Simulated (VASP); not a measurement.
# K2WBr6 (Fm-3m) in VASP: single point with r2SCAN

Aim: the single point of K2WBr6 with r2SCAN.

All numbers are computed with VASP 6.6.1; they aren't measurements. Logs are shortened: lines on timing, memory, paths and dates and some standing lists are left out, and cuts for length are marked.

**1. The cell of the first run**

It takes space group Fm-3m (No. 225, cubic). The conventional cell has a = 10.404 Å, b = 10.404 Å, c = 10.404 Å, α = 90.00°, β = 90.00°, γ = 90.00°. W (site symmetry m-3m) has 6 Br at 2.53 Å within 3.3 Å. K (site symmetry -43m) has 12 Br at 3.68 Å and 4 W at 4.50 Å within 4.8 Å. Br (site symmetry 4mm) has 1 W at 2.53 Å within 3.3 Å.

**2. Single point, r2SCAN**

POSCAR reads:

```
K2WBr6
1.0
    0.0000000000      5.2018681374      5.2018681374
    5.2018681374      0.0000000000      5.2018681374
    5.2018681374      5.2018681374      0.0000000000
W K Br
1 2 6
Direct
    0.0000000000      0.0000000000      0.0000000000
    0.2500000000      0.2500000000      0.2500000000
    0.7500000000      0.7500000000      0.7500000000
    0.2429176222      0.7570823778      0.7570823778
    0.7570823778      0.2429176222      0.7570823778
    0.7570823778      0.2429176222      0.2429176222
    0.2429176222      0.7570823778      0.2429176222
    0.7570823778      0.7570823778      0.2429176222
    0.2429176222      0.2429176222      0.7570823778
```

INCAR.step1 reads:

```
PREC     = Accurate       # precision mode
ENCUT    = 520            # plane-wave cutoff, eV
ISMEAR   = -1             # smearing method
SIGMA    = 0.1            # smearing width, eV
LREAL    = False          # projectors in reciprocal space
LASPH    = True           # aspherical terms in the spheres
NELM     = 80             # most SCF steps
NBANDS   = 47             # bands
GGA      = PE             # functional
ALGO     = Normal         # electronic algorithm
EDIFF    = 1E-4           # SCF threshold, eV
LWAVE    = True           # write WAVECAR
LCHARG   = False          # write CHGCAR
```

INCAR.step2 reads:

```
PREC     = Accurate       # precision mode
ENCUT    = 520            # plane-wave cutoff, eV
EDIFF    = 1E-6           # SCF threshold, eV
ISMEAR   = -1             # smearing method
SIGMA    = 0.1            # smearing width, eV
LREAL    = False          # projectors in reciprocal space
LASPH    = True           # aspherical terms in the spheres
NELM     = 80             # most SCF steps
ALGO     = Normal         # electronic algorithm
ISIF     = 2              # what is computed and relaxed
LWAVE    = False          # write WAVECAR
LCHARG   = False          # write CHGCAR
METAGGA  = R2SCAN         # meta-GGA
LMIXTAU  = True         
NBANDS   = 47             # bands
ISTART   = 1
```

KPOINTS reads:

```
regular mesh
0
Gamma
  6 6 6
```

Potentials or basis: VASP PAW PBE potentials, release 64 (W_sv, K_sv, Br).

Command:

```
$ cat potpaw_PBE.64/W_sv/POTCAR potpaw_PBE.64/K_sv/POTCAR potpaw_PBE.64/Br/POTCAR > POTCAR
$ cp INCAR.step1 INCAR
$ mpirun -np 1 vasp_std > vasp.out
$ cp INCAR.step2 INCAR
$ mpirun -np 1 vasp_std > vasp.out
```

OUTCAR:

```text
PREC = Accurate
   ENCUT = 520
   EDIFF = 1E-6
   ISMEAR = -1
   LREAL = False
   LASPH = True
   NELM = 80
   ISIF = 2
   METAGGA = R2SCAN
   ISTART = 1

 ion  position               nearest neighbor table
   1  0.000  0.000  0.000-   4 2.53   5 2.53   6 2.53   7 2.53   8 2.53   9 2.53
   2  0.250  0.250  0.250-
   3  0.750  0.750  0.750-
   4  0.243  0.757  0.757-   1 2.53
   5  0.757  0.243  0.757-   1 2.53
   6  0.757  0.243  0.243-   1 2.53
   7  0.243  0.757  0.243-   1 2.53
   8  0.757  0.757  0.243-   1 2.53
   9  0.243  0.243  0.757-   1 2.53

  LATTYP: Found a face centered cubic cell.
 ALAT       =    10.4037362748

  Lattice vectors:

 A1 = (   0.0000000000,   5.2018681374,   5.2018681374)
 A2 = (   5.2018681374,   0.0000000000,   5.2018681374)
 A3 = (   5.2018681374,   5.2018681374,   0.0000000000)

Analysis of symmetry for initial positions (statically):
=====================================================================
 Subroutine PRICEL returns:
 Original cell was already a primitive cell.

 Routine SETGRP: Setting up the symmetry group for a
 face centered cubic supercell.

 Subroutine GETGRP returns: Found 48 space group operations
 (whereof 48 operations were pure point group operations)
 out of a pool of 48 trial point group operations.

The static configuration has the point symmetry O_h .

Analysis of symmetry for dynamics (positions and initial velocities):
=====================================================================
 Subroutine PRICEL returns:
 Original cell was already a primitive cell.

 Routine SETGRP: Setting up the symmetry group for a
 face centered cubic supercell.

 Subroutine GETGRP returns: Found 48 space group operations
 (whereof 48 operations were pure point group operations)
 out of a pool of 48 trial point group operations.

The dynamic configuration has the point symmetry O_h .

 Subroutine INISYM returns: Found 48 space group operations
 (whereof 48 operations are pure point group operations),
 and found     1 'primitive' translations

----------------------------------------------------------------------------------------

                                     Primitive cell

  volume of cell :     281.5192

  direct lattice vectors                    reciprocal lattice vectors
     0.000000000  5.201868137  5.201868137    -0.096119315  0.096119315  0.096119315
     5.201868137  0.000000000  5.201868137     0.096119315 -0.096119315  0.096119315
     5.201868137  5.201868137  0.000000000     0.096119315  0.096119315 -0.096119315

  length of vectors
     7.356552470  7.356552470  7.356552470     0.166483536  0.166483536  0.166483536

  position of ions in fractional coordinates (direct lattice)
     0.000000000  0.000000000  0.000000000
     0.250000000  0.250000000  0.250000000
     0.750000000  0.750000000  0.750000000
     0.242917622  0.757082378  0.757082378
     0.757082378  0.242917622  0.757082378
     0.757082378  0.242917622  0.242917622
     0.242917622  0.757082378  0.242917622
     0.757082378  0.757082378  0.242917622
     0.242917622  0.242917622  0.757082378

  ion indices of the primitive-cell ions
   primitive index   ion index
                 1           1
                 2           2
                 3           3
                 4           4
                 5           5
                 6           6
                 7           7
                 8           8
                 9           9

----------------------------------------------------------------------------------------

 KPOINTS: regular mesh

Automatic generation of k-mesh.
 Grid dimensions read from file:
 generate k-points for:    6    6    6

 Generating k-lattice:

  Cartesian coordinates                     Fractional coordinates (reciprocal lattice)
    -0.016019886  0.016019886  0.016019886     0.166666667  0.000000000  0.000000000
     0.016019886 -0.016019886  0.016019886     0.000000000  0.166666667  0.000000000
     0.016019886  0.016019886 -0.016019886     0.000000000  0.000000000  0.166666667

  Length of vectors
     0.027747256  0.027747256  0.027747256

  Shift w.r.t. Gamma in fractional coordinates (k-lattice)
     0.000000000  0.000000000  0.000000000

 Subroutine IBZKPT returns following result:
 ===========================================

 Found     16 irreducible k-points:

 Following reciprocal coordinates:
            Coordinates               Weight
  0.000000  0.000000  0.000000      1.000000
  0.166667  0.000000  0.000000      8.000000
  0.333333  0.000000  0.000000      8.000000
  0.500000  0.000000  0.000000      4.000000
  0.166667  0.166667  0.000000      6.000000
  0.333333  0.166667  0.000000     24.000000
[... 8 lines left out ...]
 -0.333333  0.333333  0.166667     24.000000
 -0.333333  0.500000  0.166667     12.000000
   k-points           NKPTS =     16   k-points in BZ     NKDIM =     16   number of bands    NBANDS=     47
   number of dos      NEDOS =    301   number of ions     NIONS =      9
   total plane-waves  NPLWV = 175616
   dimension x,y,z NGX =    56 NGY =   56 NGZ =   56
   dimension x,y,z NGXF=   112 NGYF=  112 NGZF=  112
   ions per type =               1   2   6
   NGX,Y,Z   is equivalent  to a cutoff of  12.66, 12.66, 12.66 a.u.
   NGXF,Y,Z  is equivalent  to a cutoff of  25.31, 25.31, 25.31 a.u.
 SYSTEM =  unknown system
   PREC   = accura    normal or accurate (medium, high low for compatibility)
   ISTART =      1    job   : 0-new  1-cont  2-samecut
   ICHARG =      0    charge: 1-file 2-atom 10-const
   ISPIN  =      1    spin polarized calculation?
   LNONCOLLINEAR =      F non collinear calculations
   LSORBIT =      F    spin-orbit coupling
   LASPH  =      T    aspherical Exc in radial PAW
   ENCUT  =  520.0 eV  38.22 Ry    6.18 a.u.  13.68 13.68 13.68*2*pi/ulx,y,z
   NELM   =     80;   NELMIN=  2; NELMDL=  0     # of ELM steps
   EDIFF  = 0.1E-05   stopping-criterion for ELM
   LREAL  =      F    real-space projection
   EDIFFG = 0.1E-04   stopping-criterion for IOM
   NSW    =      0    number of steps for IOM
   IBRION =     -1    ionic relax: 0-MD 1-quasi-New 2-CG
   NFREE  =      0    steps in history (QN), initial steepest desc. (CG)
   ISIF   =      2    stress and relaxation
   ISYM   =      2    0-nonsym 1-usesym 2-fastsym
   POTIM  = 0.5000    time-step for ionic-motion
   TEBEG  =    0.0;   TEEND  =   0.0 temperature during run
   PSTRESS=    0.0 pullay stress
   NELECT =      74.0000    total number of electrons
   NUPDOWN=      -1.0000    fix difference up-down
   EMIN   =  10.00;   EMAX   =-10.00  energy-range for DOS
   EFERMI =   0.00;   METHOD = LEGACY
   ISMEAR =    -1;   SIGMA  =   0.10  broadening in eV -4-tet -1-fermi 0-gaus
   EFERMI_NEDOS =   21; number of points for ismear=-14 and -15
   IALGO  =     38    algorithm
   IMIX   =      4    mixing-type and parameters
     AMIX     =   0.40;   BMIX     =  1.00
     AMIX_MAG =   1.60;   BMIX_MAG =  1.00
  volume/ion in A,a.u.               =      31.28       211.09
  Fermi-wavevector in a.u.,A,eV,Ry     =   1.048695  1.981747 14.963174  1.099762
  Thomas-Fermi vector in A             =   2.183628
   LORBIT       =      0    0 simple, 1 ext, 2 COOP (PROOUT), +10 PAW based schemes
   METAGGA = R2SCAN    functional components
   LHFCALC =     F    Hartree Fock is set to
   AEXX    =    0.0000 exact exchange contribution
   IVDW    =     0    specifies the selected vdW correction
   LEPSILON=     F    determine dielectric tensor
   LRPA    =     F    only Hartree local field effects (RPA)
 non-spin polarized calculation
  energy-cutoff  :      520.00
  volume of cell :      281.52
 maximum number of plane-waves:      7640
   NGX = 27   NGY = 27   NGZ = 27

 number of electron      74.0000000 magnetization

 Free energy of the ion-electron system (eV)
  ---------------------------------------------------
  ext. energy  EPLUGINS =         0.00000000
  ---------------------------------------------------
  free energy    TOTEN  =      -153.39414731 eV

  energy without entropy =     -153.11161790  energy(sigma->0) =     -153.25288260

 E-fermi :   1.8828     XC(G=0):  -8.6328

 val. band max:        1.8818539783   @ k =  -0.1667   0.1667   0.0000
 cond. band min:       1.8839300127   @ k =  -0.3333   0.3333   0.0000
 fundamental gap:      0.0020760344
 Fermi energy:         1.8828363139

 k-point     1 :       0.0000    0.0000    0.0000
  band No.  band energies     occupation
      1     -75.4328      2.00000
      2     -38.9570      2.00000
      3     -38.9570      2.00000
      4     -38.9570      2.00000
      5     -30.0998      2.00000
      6     -30.0989      2.00000
[... 39 lines left out ...]
     46       6.4565      0.00000
     47       7.2914      0.00000

 k-point     2 :       0.1667    0.0000    0.0000
  band No.  band energies     occupation
      1     -75.4328      2.00000
      2     -38.9570      2.00000
      3     -38.9570      2.00000
      4     -38.9570      2.00000
      5     -30.0998      2.00000
      6     -30.0989      2.00000
[... 39 lines left out ...]
     46       6.6561      0.00000
     47       7.3614      0.00000

 k-point     3 :       0.3333    0.0000    0.0000
  band No.  band energies     occupation
      1     -75.4328      2.00000
      2     -38.9570      2.00000
      3     -38.9570      2.00000
      4     -38.9570      2.00000
      5     -30.0996      2.00000
      6     -30.0991      2.00000
[... 639 lines left out ...]
     46       8.1022      0.00000
     47       8.1233      0.00000

 k-point    16 :      -0.3333    0.5000    0.1667
  band No.  band energies     occupation
      1     -75.4328      2.00000
      2     -38.9570      2.00000
      3     -38.9570      2.00000
      4     -38.9570      2.00000
      5     -30.0994      2.00000
      6     -30.0993      2.00000
[... 39 lines left out ...]
     46       8.0930      0.00000
     47       8.2480      0.00000

------------------------ aborting loop because EDIFF is reached ----------------------------------------

  FORCE on cell =-STRESS in cart. coord.  units (eV):
  Direction    XX          YY          ZZ          XY          YZ          ZX
  --------------------------------------------------------------------------------------
  -------------------------------------------------------------------------------------
  Total       -0.0421991     -0.0421991     -0.0421991     -0.0000000     -0.0000000      0.0000000
  in kB       -0.2401631     -0.2401631     -0.2401631     -0.0000000     -0.0000000      0.0000000
  external PRESSURE =      -0.2401631 kB  Pullay stress =       0.0000000 kB

 VOLUME and BASIS-vectors are now :
 -----------------------------------------------------------------------------
  energy-cutoff  :      520.00
  volume of cell :      281.52
      direct lattice vectors                 reciprocal lattice vectors
     0.000000000  5.201868137  5.201868137    -0.096119315  0.096119315  0.096119315
     5.201868137  0.000000000  5.201868137     0.096119315 -0.096119315  0.096119315
     5.201868137  5.201868137  0.000000000     0.096119315  0.096119315 -0.096119315

 POSITION                                       TOTAL-FORCE (eV/Angst)
 -----------------------------------------------------------------------------------
      0.00000      0.00000      0.00000        -0.000000      0.000000      0.000000
      2.60093      2.60093      2.60093        -0.000000     -0.000000      0.000000
      7.80280      7.80280      7.80280         0.000000      0.000000      0.000000
      7.87649      5.20187      5.20187         0.006295      0.000000      0.000000
      5.20187      7.87649      5.20187        -0.000000      0.006295      0.000000
      2.52725      5.20187      5.20187        -0.006295      0.000000      0.000000
      5.20187      2.52725      5.20187        -0.000000     -0.006295      0.000000
      5.20187      5.20187      7.87649        -0.000000      0.000000      0.006295
      5.20187      5.20187      2.52725        -0.000000      0.000000     -0.006295
 -----------------------------------------------------------------------------------
    total drift:                               -0.000000     -0.000000      0.000000

  FREE ENERGIE OF THE ION-ELECTRON SYSTEM (eV)
  ---------------------------------------------------
  free  energy   TOTEN  =      -153.3941473136 eV

  energy  without entropy=     -153.1116178962  energy(sigma->0) =     -153.25288260
```

Run time: 13 min. Hardware: 1 thread of Intel Xeon Platinum 8375C at 2.90GHz (Ice Lake), shared host; peak memory 0.57 GiB.

What came out:

- Free energy: -153.3941 eV
- Pressure: 0.0 GPa
- Largest force: 0.006 eV/Å
- Band gap on the k mesh: zero (bands 37 and 38 overlap by 0.27 eV)

Forces in eV/Å, atoms in the order of the input:
```
W    0.000  0.000  0.000
K    0.000  0.000  0.000
K    0.000  0.000  0.000
Br   0.006  0.000  0.000
Br   0.000  0.006  0.000
Br  -0.006  0.000  0.000
Br   0.000 -0.006  0.000
Br   0.000  0.000  0.006
Br   0.000  0.000 -0.006
```

Levels at points of the mesh, in eV from the Fermi level:
```csv
k point,band 33,band 34,band 35,band 36,band 37,band 38,band 39,band 40,band 41,band 42
"(0.00, 0.00, 0.00)",-2.48,-2.12,-2.12,-2.12,-0.19,-0.19,-0.19,3.00,3.36,3.36
"(0.50, 0.00, 0.00)",-2.66,-2.53,-2.53,-2.48,-0.03,0.11,0.11,2.96,2.96,4.62
"(0.50, 0.50, 0.00)",-3.13,-2.69,-2.69,-2.14,-0.21,0.41,0.41,2.07,3.36,4.98
```

Caveat: the PAW data sets were made with another functional, which shifts forces and pressure a little; spin-orbit coupling is left out, which moves the levels of the heavy elements.
